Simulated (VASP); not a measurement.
Br: single point with PBEsol

Br:

```
Br
1.0
     5.24409    0.00000    0.00000
    -2.62204    4.54151    0.00000
     0.00000    0.00000    3.11204
Br
3
Direct
  0.00000 0.00000 0.00000
  0.33333 0.66667 0.50000
  0.66667 0.33333 0.50000
```

| Quantity | Value |
| --- | --- |
| Program | VASP 6.6.1 |
| Task | single point |
| Functional | PBEsol |
| Potentials or basis | VASP PAW PBE potentials, release 64 (Br) |
| Cutoff | 520 eV |
| k mesh | 3 × 3 × 6 |
| Occupations | gaussian, width 0.1 eV |
| Spin | no spin polarisation |

```yaml
Pressure: 0.0 GPa
```

Stress tensor (GPa, compression positive):
```
 0.07  0.00  0.00
 0.00  0.07  0.00
 0.00  0.00 -0.19
```

Levels at points of the mesh, in eV from the Fermi level:
```tsv
k point	band 8	band 9	band 10	band 11	band 12	band 13	band 14	band 15
(0.00, 0.00, 0.00)	-0.49	0.84	0.84	0.97	1.26	7.44	8.33	11.46
(0.00, 0.00, 0.50)	-3.04	-1.32	-1.32	-0.66	-0.66	6.22	6.22	9.14
```

It took 19 s on 1 thread of Intel Xeon 6975P-C (shared host), peak memory 0.18 GiB.

Caveat: the k points lie up to 0.46 Å⁻¹ apart; the PAW data sets were made with another functional, which shifts forces and pressure a little; an odd number of electrons without spin polarisation forces a metal; a magnetic or distorted state may lie lower.
